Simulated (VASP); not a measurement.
Write the native input for VASP 6.6.1 that does the following.

```yaml
Task: single point
Functional: PBE
Potentials_or_basis: VASP PAW PBE potentials, release 64 (Sb, Ga_d)
Cutoff: 520 eV
k_mesh: 9 × 9 × 9
Occupations: fermi-dirac, width 0.05 eV
Spin: no spin polarisation
Dipole_correction: no
Further_INCAR_settings: ALGO = Fast; EDIFF = 1e-06; NBANDS = 30
```

The structure of Ga3Sb lies in POSCAR:

```
Ga3Sb
1.0
   -2.1587990000      2.1587990000      4.7604840000
    2.1587990000     -2.1587990000      4.7604840000
    2.1587990000      2.1587990000     -4.7604840000
Sb Ga
1 3
Direct
    0.0000000000      0.0000000000      0.0000000000
    0.5000000000      0.5000000000      0.0000000000
    0.2500000000      0.7500000000      0.5000000000
    0.7500000000      0.2500000000      0.5000000000
```

The input as run:

INCAR

```
  PREC = Accurate
  ENCUT = 520
  EDIFF = 1E-6
  ISMEAR = -1
  SIGMA = 0.05
  LREAL = F
  LASPH = T
  NELM = 100
  ALGO = Fast
  ISIF = 2
  LWAVE = F
  LCHARG = F
  GGA = PE
  NBANDS = 30
```

KPOINTS

```
regular mesh
0
Gamma
  9 9 9
```

Potentials or basis: VASP PAW PBE potentials, release 64 (Sb, Ga_d).

Command:

```console
$ cat potpaw_PBE.64/Sb/POTCAR potpaw_PBE.64/Ga_d/POTCAR > POTCAR
$ mpirun -np 1 vasp_std > vasp.out
```

Results of the run:

* Pressure: -0.6 GPa
* Band gap on the k mesh: zero (bands 22 and 23 overlap by 3.55 eV)

Caveat: spin-orbit coupling is left out, which moves the levels of the heavy elements.

Wall time 4.7 min on 1 thread of Intel(R) Xeon(R) Platinum 8375C CPU @ 2.90GHz (Ice Lake), on a shared host, peak memory 0.36 GiB.
